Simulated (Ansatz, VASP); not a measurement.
**One calculation of TlBr, two programs**

```xyz
2
Lattice="4.0324 0.0000 0.0000 0.0000 4.0324 0.0000 0.0000 0.0000 4.0324" Properties=species:S:1:pos:R:3 pbc="T T T"
Tl    0.0000    0.0000    0.0000
Br    2.0162    2.0162    2.0162
```

Alike in both runs: task relaxation of cell and atoms; functional LDA; k mesh 6 × 6 × 6; occupations fermi-dirac, width 0.02 eV; no spin polarisation.

|  | VASP | Ansatz |
| --- | --- | --- |
| version | VASP 6.6.1 | Ansatz 0.2.0 |
| potentials or method | VASP PAW LDA potentials, release 64 (Tl_d, Br) | PAW with Ansatz's default frozen-core files, scalar-relativistic |
| plane-wave cutoff (eV) | 500 | 420 |
| valence electrons in the cell | 20 | 20 |

Ansatz gave:

```
relaxed volume (Å³/atom)                                     : 28.33
relaxed cell length with the largest relative difference (Å) : 3.841
```

Estimate VASP's values.

relaxed volume (Å³/atom): 28.36; relaxed cell length with the largest relative difference (Å): 3.842.

LDA's correlation is that of Perdew and Zunger in VASP and of Perdew and Wang (1992) in Ansatz. Ansatz's warnings: displaced walk ended near start symmetry, relaxation start displaced.

Neither program's run includes spin-orbit coupling.
